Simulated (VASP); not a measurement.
# TaTe (Pm-3m) in VASP: a series of runs

Aim: see how the results for TaTe move with the level of theory and the settings. Levels: PBE, PBE+U. Tasks: electric field gradients, density of states.

Everything below comes from runs of VASP 6.6.1. Logs are shortened: lines on timing, memory, paths and dates and some standing lists are left out, and cuts for length are marked.

**1. The cell of the first run**

It takes space group Pm-3m (No. 221, cubic). Conventional cell: a = 3.420 Å, b = 3.420 Å, c = 3.420 Å, α = 90.00°, β = 90.00°, γ = 90.00°. Ta (site symmetry m-3m) has 8 Te at 2.96 Å and 6 Ta at 3.42 Å within 3.9 Å. Within 3.9 Å of Te (site symmetry m-3m) lie 8 Ta at 2.96 Å and 6 Te at 3.42 Å.

**2. Electric field gradients, PBE**

INCAR reads:

```
SYSTEM = TaTe
ALGO = Normal ; EDIFF = 1E-8
ENCUT = 520 ; GGA = PE
ISIF = 2 ; ISMEAR = -1
LASPH = .True. ; LCHARG = .False.
LEFG = .True. ; LREAL = .False.
LWAVE = .False. ; NBANDS = 16
NELM = 80 ; PREC = Accurate
SIGMA = 0.05
```

KPOINTS reads:

```
k-points
0
Gamma
  8 8 8
  0 0 0
```

POSCAR reads:

```
TaTe
1.0
    3.4200900000      0.0000000000      0.0000000000
    0.0000000000      3.4200900000      0.0000000000
    0.0000000000      0.0000000000      3.4200900000
Ta Te
1 1
Direct
    0.5000000000      0.5000000000      0.5000000000
    0.0000000000      0.0000000000      0.0000000000
```

Potentials or basis: VASP PAW PBE potentials, release 64 (Ta_pv, Te).

The run is started by

```sh
$ cat potpaw_PBE.64/Ta_pv/POTCAR potpaw_PBE.64/Te/POTCAR > POTCAR
$ mpirun -np 1 vasp_std > vasp.out
```

OUTCAR:

```text
SYSTEM = TaTe
   EDIFF = 1E-8
   ENCUT = 520
   GGA = PE
   ISIF = 2
   ISMEAR = -1
   LASPH = .True.
   LREAL = .False.
   NELM = 80
   PREC = Accurate

 ion  position               nearest neighbor table
   1  0.500  0.500  0.500-   2 2.96   2 2.96   2 2.96   2 2.96   2 2.96   2 2.96   2 2.96   2 2.96

   2  0.000  0.000  0.000-   1 2.96   1 2.96   1 2.96   1 2.96   1 2.96   1 2.96   1 2.96   1 2.96

  LATTYP: Found a simple cubic cell.
 ALAT       =     3.4200900000

  Lattice vectors:

 A1 = (   3.4200900000,   0.0000000000,   0.0000000000)
 A2 = (   0.0000000000,   3.4200900000,   0.0000000000)
 A3 = (   0.0000000000,   0.0000000000,   3.4200900000)

Analysis of symmetry for initial positions (statically):
=====================================================================
 Subroutine PRICEL returns:
 Original cell was already a primitive cell.

 Routine SETGRP: Setting up the symmetry group for a
 simple cubic supercell.

 Subroutine GETGRP returns: Found 48 space group operations
 (whereof 48 operations were pure point group operations)
 out of a pool of 48 trial point group operations.

The static configuration has the point symmetry O_h .

Analysis of symmetry for dynamics (positions and initial velocities):
=====================================================================
 Subroutine PRICEL returns:
 Original cell was already a primitive cell.

 Routine SETGRP: Setting up the symmetry group for a
 simple cubic supercell.

 Subroutine GETGRP returns: Found 48 space group operations
 (whereof 48 operations were pure point group operations)
 out of a pool of 48 trial point group operations.

The dynamic configuration has the point symmetry O_h .

 Subroutine INISYM returns: Found 48 space group operations
 (whereof 48 operations are pure point group operations),
 and found     1 'primitive' translations

----------------------------------------------------------------------------------------

                                     Primitive cell

  volume of cell :      40.0048

  direct lattice vectors                    reciprocal lattice vectors
     3.420090000  0.000000000  0.000000000     0.292389966  0.000000000  0.000000000
     0.000000000  3.420090000  0.000000000     0.000000000  0.292389966  0.000000000
     0.000000000  0.000000000  3.420090000     0.000000000  0.000000000  0.292389966

  length of vectors
     3.420090000  3.420090000  3.420090000     0.292389966  0.292389966  0.292389966

  position of ions in fractional coordinates (direct lattice)
     0.500000000  0.500000000  0.500000000
     0.000000000  0.000000000  0.000000000

  ion indices of the primitive-cell ions
   primitive index   ion index
                 1           1
                 2           2

----------------------------------------------------------------------------------------

 KPOINTS: k-points

Automatic generation of k-mesh.
 Grid dimensions read from file:
 generate k-points for:    8    8    8

 Generating k-lattice:

  Cartesian coordinates                     Fractional coordinates (reciprocal lattice)
     0.036548746  0.000000000  0.000000000     0.125000000  0.000000000  0.000000000
     0.000000000  0.036548746  0.000000000     0.000000000  0.125000000  0.000000000
     0.000000000  0.000000000  0.036548746     0.000000000  0.000000000  0.125000000

  Length of vectors
     0.036548746  0.036548746  0.036548746

  Shift w.r.t. Gamma in fractional coordinates (k-lattice)
     0.000000000  0.000000000  0.000000000

 Subroutine IBZKPT returns following result:
 ===========================================

 Found     35 irreducible k-points:

 Following reciprocal coordinates:
            Coordinates               Weight
  0.000000  0.000000  0.000000      1.000000
  0.125000  0.000000  0.000000      6.000000
  0.250000  0.000000  0.000000      6.000000
  0.375000  0.000000  0.000000      6.000000
  0.500000  0.000000  0.000000      3.000000
  0.125000  0.125000  0.000000     12.000000
[... 16 lines left out ...]
  0.375000  0.375000  0.125000     24.000000
  0.500000  0.375000  0.125000     24.000000
 [... further k-points ...]
   k-points           NKPTS =     35   k-points in BZ     NKDIM =     35   number of bands    NBANDS=     16
   number of dos      NEDOS =    301   number of ions     NIONS =      2
   total plane-waves  NPLWV =  21952
   dimension x,y,z NGX =    28 NGY =   28 NGZ =   28
   dimension x,y,z NGXF=    56 NGYF=   56 NGZF=   56
   ions per type =               1   1
   NGX,Y,Z   is equivalent  to a cutoff of  13.61, 13.61, 13.61 a.u.
   NGXF,Y,Z  is equivalent  to a cutoff of  27.22, 27.22, 27.22 a.u.
 SYSTEM =  TaTe
   PREC   = accura    normal or accurate (medium, high low for compatibility)
   ISTART =      0    job   : 0-new  1-cont  2-samecut
   ICHARG =      2    charge: 1-file 2-atom 10-const
   ISPIN  =      1    spin polarized calculation?
   LNONCOLLINEAR =      F non collinear calculations
   LSORBIT =      F    spin-orbit coupling
   LASPH  =      T    aspherical Exc in radial PAW
   ENCUT  =  520.0 eV  38.22 Ry    6.18 a.u.   6.36  6.36  6.36*2*pi/ulx,y,z
   NELM   =     80;   NELMIN=  2; NELMDL= -5     # of ELM steps
   EDIFF  = 0.1E-07   stopping-criterion for ELM
   LREAL  =      F    real-space projection
   EDIFFG = 0.1E-06   stopping-criterion for IOM
   NSW    =      0    number of steps for IOM
   IBRION =     -1    ionic relax: 0-MD 1-quasi-New 2-CG
   NFREE  =      0    steps in history (QN), initial steepest desc. (CG)
   ISIF   =      2    stress and relaxation
   ISYM   =      2    0-nonsym 1-usesym 2-fastsym
   POTIM  = 0.5000    time-step for ionic-motion
   TEBEG  =    0.0;   TEEND  =   0.0 temperature during run
   PSTRESS=    0.0 pullay stress
   NELECT =      17.0000    total number of electrons
   NUPDOWN=      -1.0000    fix difference up-down
   EMIN   =  10.00;   EMAX   =-10.00  energy-range for DOS
   EFERMI =   0.00;   METHOD = LEGACY
   ISMEAR =    -1;   SIGMA  =   0.05  broadening in eV -4-tet -1-fermi 0-gaus
   EFERMI_NEDOS =   21; number of points for ismear=-14 and -15
   IALGO  =     38    algorithm
   IMIX   =      4    mixing-type and parameters
     AMIX     =   0.40;   BMIX     =  1.00
     AMIX_MAG =   1.60;   BMIX_MAG =  1.00
  volume/ion in A,a.u.               =      20.00       134.98
  Fermi-wavevector in a.u.,A,eV,Ry     =   1.230798  2.325872 20.610987  1.514865
  Thomas-Fermi vector in A             =   2.365633
   LORBIT       =      0    0 simple, 1 ext, 2 COOP (PROOUT), +10 PAW based schemes
   GGA     = PE    functional components
   LHFCALC =     F    Hartree Fock is set to
   AEXX    =    0.0000 exact exchange contribution
   IVDW    =     0    specifies the selected vdW correction
   LEPSILON=     F    determine dielectric tensor
   LRPA    =     F    only Hartree local field effects (RPA)
 non-spin polarized calculation
  energy-cutoff  :      520.00
  volume of cell :       40.00
 maximum number of plane-waves:      1108
 NGX is ok and might be reduce to    28
   NGX = 13   NGY = 13   NGZ = 13

 number of electron      17.0000005 magnetization

 Free energy of the ion-electron system (eV)
  ---------------------------------------------------
  ext. energy  EPLUGINS =         0.00000000
  ---------------------------------------------------
  free energy    TOTEN  =       -14.53901254 eV

  energy without entropy =      -14.51086599  energy(sigma->0) =      -14.52493926

 E-fermi :   9.7229     XC(G=0): -11.9003

 val. band max:        9.6985023840   @ k =   0.5000   0.3750   0.2500
 cond. band min:       9.7260032062   @ k =   0.3750   0.3750   0.2500
 fundamental gap:      0.0275008221
 Fermi energy:         9.7229023350

 k-point     1 :       0.0000    0.0000    0.0000
  band No.  band energies     occupation
      1     -25.2362      2.00000
      2     -25.2362      2.00000
      3     -25.2362      2.00000
      4      -5.1525      2.00000
      5       6.9033      2.00000
      6       6.9033      2.00000
[... 8 lines left out ...]
     15      18.2215      0.00000
     16      22.0736      0.00000

 k-point     2 :       0.1250    0.0000    0.0000
  band No.  band energies     occupation
      1     -25.2591      2.00000
      2     -25.2339      2.00000
      3     -25.2339      2.00000
      4      -4.9516      2.00000
      5       5.7561      2.00000
      6       7.0035      2.00000
[... 8 lines left out ...]
     15      18.7314      0.00000
     16      22.0003      0.00000
[... 387 lines left out ...]
      5       3.3537      2.00000
      6       3.9631      2.00000
[... 8 lines left out ...]
     15      18.4737      0.00000
     16      19.3157      0.00000

 k-point    24 :       0.5000    0.3750    0.1250
  band No.  band energies     occupation
      1     -25.3674      2.00000
      2     -25.3430      2.00000
      3     -25.2311      2.00000
      4      -2.5050      2.00000
      5       3.1593      2.00000
      6       4.0617      2.00000
[... 8 lines left out ...]
     15      18.0438      0.00000
     16      20.2563      0.00000

 [... further k-points ...]
[... 5 lines left out ...]
  --------------------------------------------------------------------------------------
  -------------------------------------------------------------------------------------
  Total        0.0361194      0.0361194      0.0361194      0.0000000      0.0000000      0.0000000
  in kB        1.4465686      1.4465686      1.4465686      0.0000000      0.0000000      0.0000000
  external PRESSURE =       1.4465686 kB  Pullay stress =       0.0000000 kB

 VOLUME and BASIS-vectors are now :
 -----------------------------------------------------------------------------
  energy-cutoff  :      520.00
  volume of cell :       40.00
      direct lattice vectors                 reciprocal lattice vectors
     3.420090000  0.000000000  0.000000000     0.292389966  0.000000000  0.000000000
     0.000000000  3.420090000  0.000000000     0.000000000  0.292389966  0.000000000
     0.000000000  0.000000000  3.420090000     0.000000000  0.000000000  0.292389966

 POSITION                                       TOTAL-FORCE (eV/Angst)
 -----------------------------------------------------------------------------------
      1.71005      1.71005      1.71005         0.000000      0.000000      0.000000
      0.00000      0.00000      0.00000         0.000000      0.000000      0.000000
 -----------------------------------------------------------------------------------
    total drift:                                0.000000      0.000000      0.000000

  FREE ENERGIE OF THE ION-ELECTRON SYSTEM (eV)
  ---------------------------------------------------
  free  energy   TOTEN  =       -14.5390125420 eV

  energy  without entropy=      -14.5108659879  energy(sigma->0) =      -14.52493926

 Electric field gradients (V/A^2)
---------------------------------------------------------------------
 ion       V_xx      V_yy      V_zz      V_xy      V_xz      V_yz
---------------------------------------------------------------------
   1      -0.000    -0.000    -0.000    -0.000     0.000     0.000
   2      -0.000    -0.000     0.000    -0.000    -0.000    -0.000
---------------------------------------------------------------------

 Electric field gradients after diagonalization (V/A^2)
 (convention: |V_zz| > |V_xx| > |V_yy|)
----------------------------------------------------------------------
 ion       V_xx      V_yy      V_zz     asymmetry (V_yy - V_xx)/ V_zz
----------------------------------------------------------------------
   1      -0.000    -0.000    -0.000      -0.141
   2      -0.000    -0.000     0.000       0.429
----------------------------------------------------------------------

           NMR quadrupolar parameters

 Cq : quadrupolar parameter    Cq=e*Q*V_zz/h
 eta: asymmetry parameters     (V_yy - V_xx)/ V_zz
 Q  : nuclear electric quadrupole moment in mb (millibarn)
----------------------------------------------------------------------
 ion       Cq(MHz)       eta       Q (mb)
----------------------------------------------------------------------
   1      -0.000      -0.141       1.000
   2       0.000       0.429       1.000
----------------------------------------------------------------------
```

It took 39 s on 1 thread of AMD EPYC 7R13, shared host; peak memory 0.14 GiB.

Results:

- Free energy: -14.5390 eV
- Pressure: 0.1 GPa

Caveat: without QUAD_EFG the Cq values of the log hold for a quadrupole moment of 1 mb, not for the nuclei; spin-orbit coupling is left out, which moves the levels of the heavy elements.

**3. Density of states, PBE**

POSCAR is that of step 2.

INCAR.step1 reads:

```
ALGO = Normal
EDIFF = 1E-6
ENCUT = 520
GGA = PE
ISIF = 2
ISMEAR = -1
LASPH = T
LCHARG = T
LMAXMIX = 4
LREAL = F
LWAVE = F
NBANDS = 16
NELM = 100
PREC = Accurate
SIGMA = 0.05
```

KPOINTS.step1 reads:

```
k-points
0
Gamma
  8 8 8
```

INCAR.step2 reads:

```
ALGO = Normal
EDIFF = 1E-6
ENCUT = 520
GGA = PE
ICHARG = 11
ISIF = 2
ISMEAR = -5
LASPH = T
LCHARG = F
LMAXMIX = 4
LORBIT = 10
LREAL = F
LWAVE = F
NEDOS = 1001
NELM = 100
PREC = Accurate
SIGMA = 0.05
```

KPOINTS.step2 reads:

```
k-points
0
Gamma
  12 12 12
```

Potentials or basis: VASP PAW PBE potentials, release 64 (Ta_pv, Te).

The run is started by

```sh
$ cat potpaw_PBE.64/Ta_pv/POTCAR potpaw_PBE.64/Te/POTCAR > POTCAR
$ cp INCAR.step1 INCAR
$ cp KPOINTS.step1 KPOINTS
$ mpirun -np 1 vasp_std > vasp.out
$ cp INCAR.step2 INCAR
$ cp KPOINTS.step2 KPOINTS
$ mpirun -np 1 vasp_std > vasp.out
```

OUTCAR:

```text
EDIFF = 1E-6
   ENCUT = 520
   GGA = PE
   ICHARG = 11
   ISIF = 2
   ISMEAR = -5
   LASPH = T
   LORBIT = 10
   LREAL = F
   NELM = 100
   PREC = Accurate

 ion  position               nearest neighbor table
   1  0.500  0.500  0.500-   2 2.96   2 2.96   2 2.96   2 2.96   2 2.96   2 2.96   2 2.96   2 2.96

   2  0.000  0.000  0.000-   1 2.96   1 2.96   1 2.96   1 2.96   1 2.96   1 2.96   1 2.96   1 2.96

  LATTYP: Found a simple cubic cell.
 ALAT       =     3.4200900000

  Lattice vectors:

[... 554 lines left out ...]
  -------------------------------------------------------------------------------------
  Total       -0.1006546     -0.1006546     -0.1006546      0.0000000      0.0000000     -0.0000000
  in kB       -4.0311762     -4.0311762     -4.0311762      0.0000000      0.0000000     -0.0000000
  external PRESSURE =      -4.0311762 kB  Pullay stress =       0.0000000 kB

 VOLUME and BASIS-vectors are now :
 -----------------------------------------------------------------------------
  energy-cutoff  :      520.00
  volume of cell :       40.00
      direct lattice vectors                 reciprocal lattice vectors
     3.420090000  0.000000000  0.000000000     0.292389966  0.000000000  0.000000000
     0.000000000  3.420090000  0.000000000     0.000000000  0.292389966  0.000000000
     0.000000000  0.000000000  3.420090000     0.000000000  0.000000000  0.292389966

 POSITION                                       TOTAL-FORCE (eV/Angst)
 -----------------------------------------------------------------------------------
      1.71005      1.71005      1.71005         0.000000      0.000000      0.000000
      0.00000      0.00000      0.00000         0.000000      0.000000      0.000000
 -----------------------------------------------------------------------------------
    total drift:                                0.000000      0.000000      0.000000

  FREE ENERGIE OF THE ION-ELECTRON SYSTEM (eV)
  ---------------------------------------------------
  free  energy   TOTEN  =       -14.5473397957 eV

  energy  without entropy=      -14.5473397957  energy(sigma->0) =      -14.54733980

 total charge

# of ion       s       p       d       tot
------------------------------------------
    1        0.276   6.100   2.373   8.749
    2        1.341   1.973   0.138   3.452
--------------------------------------------------
tot          1.616   8.073   2.512  12.200
```

OUTCAR.step1:

```text
EDIFF = 1E-6
   ENCUT = 520
   GGA = PE
   ISIF = 2
   ISMEAR = -1
[... 678 lines left out ...]
 -----------------------------------------------------------------------------------
      1.71005      1.71005      1.71005         0.000000      0.000000      0.000000
      0.00000      0.00000      0.00000         0.000000      0.000000      0.000000
 -----------------------------------------------------------------------------------
    total drift:                                0.000000      0.000000      0.000000

  FREE ENERGIE OF THE ION-ELECTRON SYSTEM (eV)
  ---------------------------------------------------
  free  energy   TOTEN  =       -14.5390125859 eV

  energy  without entropy=      -14.5108659546  energy(sigma->0) =      -14.52493927
```

OSZICAR.step1:

```text
N       E                     dE             d eps       ncg     rms          rms(c)
DAV:   1     0.975046547276E+02    0.97505E+02   -0.81879E+03  1120   0.945E+02
DAV:   2    -0.124012158568E+02   -0.10991E+03   -0.10527E+03  1480   0.260E+02
DAV:   3    -0.150053430442E+02   -0.26041E+01   -0.25606E+01  1280   0.357E+01
DAV:   4    -0.150243036495E+02   -0.18961E-01   -0.18958E-01  1392   0.354E+00
DAV:   5    -0.150245960583E+02   -0.29241E-03   -0.29241E-03  1320   0.423E-01    0.129E+01
DAV:   6    -0.145921651888E+02    0.43243E+00   -0.68137E-01  1152   0.698E+00    0.634E+00
DAV:   7    -0.145453532299E+02    0.46812E-01   -0.94705E-02  1264   0.220E+00    0.218E+00
DAV:   8    -0.145390686026E+02    0.62846E-02   -0.12531E-02  1256   0.642E-01    0.285E-01
DAV:   9    -0.145390266472E+02    0.41955E-04   -0.47811E-04  1368   0.152E-01    0.167E-01
DAV:  10    -0.145390085962E+02    0.18051E-04   -0.14210E-04  1256   0.965E-02    0.381E-02
DAV:  11    -0.145390143529E+02   -0.57567E-05   -0.43361E-06  1480   0.184E-02    0.122E-02
DAV:  12    -0.145390127564E+02    0.15965E-05   -0.30753E-07   664   0.466E-03    0.134E-03
DAV:  13    -0.145390125859E+02    0.17047E-06   -0.23540E-08   688   0.115E-03
   1 F= -.14539013E+02 E0= -.14524939E+02  d E =-.281466E-01
```

Wall time 75 s (1 thread of AMD EPYC 7R13, shared host); peak memory 0.16 GiB.

Results:

```
Valence electrons inside the program's atomic spheres : Ta 8.75; Te 3.45
```

Caveat: spin-orbit coupling is left out, which moves the levels of the heavy elements; tetrahedron occupations give inexact forces and stress in metals.

**4. Density of states, PBE+U**

POSCAR is that of step 3.

INCAR.step1 reads:

```
ALGO = Normal ; EDIFF = 1E-6
ENCUT = 520 ; GGA = PE
ISIF = 2 ; ISMEAR = -1
LASPH = True ; LCHARG = True
LDAU = True ; LDAUJ = 0 0
LDAUL = 2 -1 ; LDAUPRINT = 1
LDAUTYPE = 2 ; LDAUU = 2 0
LMAXMIX = 4 ; LREAL = False
LWAVE = False ; NBANDS = 16
NELM = 150 ; PREC = Accurate
SIGMA = 0.05
```

KPOINTS.step1 is that of step 3.

INCAR.step2 reads:

```
ALGO = Normal ; EDIFF = 1E-6
ENCUT = 520 ; GGA = PE
ICHARG = 11 ; ISIF = 2
ISMEAR = -5 ; LASPH = True
LCHARG = False ; LDAU = True
LDAUJ = 0 0 ; LDAUL = 2 -1
LDAUPRINT = 1 ; LDAUTYPE = 2
LDAUU = 2 0 ; LMAXMIX = 4
LORBIT = 11 ; LREAL = False
LWAVE = False ; NEDOS = 1001
NELM = 150 ; PREC = Accurate
SIGMA = 0.05
```

KPOINTS.step2 is that of step 3.

The run is started by

```sh
$ cat potpaw_PBE.64/Ta_pv/POTCAR potpaw_PBE.64/Te/POTCAR > POTCAR
$ cp INCAR.step1 INCAR
$ cp KPOINTS.step1 KPOINTS
$ mpirun -np 1 vasp_std > vasp.out
$ cp INCAR.step2 INCAR
$ cp KPOINTS.step2 KPOINTS
$ mpirun -np 1 vasp_std > vasp.out
```

It took 63 s on 1 thread of AMD EPYC 7R13, shared host; peak memory 0.16 GiB.

The run converged. Its results:

```yaml
Valence_electrons_inside_the_program's_atomic_spheres: Ta 8.68; Te 3.47
```

Levels at points of the mesh, in eV from the Fermi level:
```csv
k point,band 6,band 7,band 8,band 9,band 10,band 11
"(0.00, 0.00, 0.00)",-2.92,-1.63,-1.63,-1.63,1.46,1.46
"(0.50, 0.00, 0.00)",-3.02,-3.02,-2.09,1.65,2.64,4.22
"(0.50, 0.50, 0.00)",-6.09,-3.60,-0.24,-0.24,0.34,1.47
"(0.50, 0.50, 0.50)",-6.79,-6.79,1.24,1.24,1.24,3.20
```

Eigenvalues of the final occupation matrices:
| site | spin | trace | eigenvalues |
| --- | --- | --- | --- |
| site 1 d | 1 | 1.16 | 0.20 0.20 0.20 0.28 0.28 |
| site 1 d | 2 | 1.16 | 0.20 0.20 0.20 0.28 0.28 |

Caveat: spin-orbit coupling is left out, which moves the levels of the heavy elements; U without spin polarisation on a metal has little footing; the U is typed as a test and isn't derived for this compound; tetrahedron occupations give inexact forces and stress in metals.
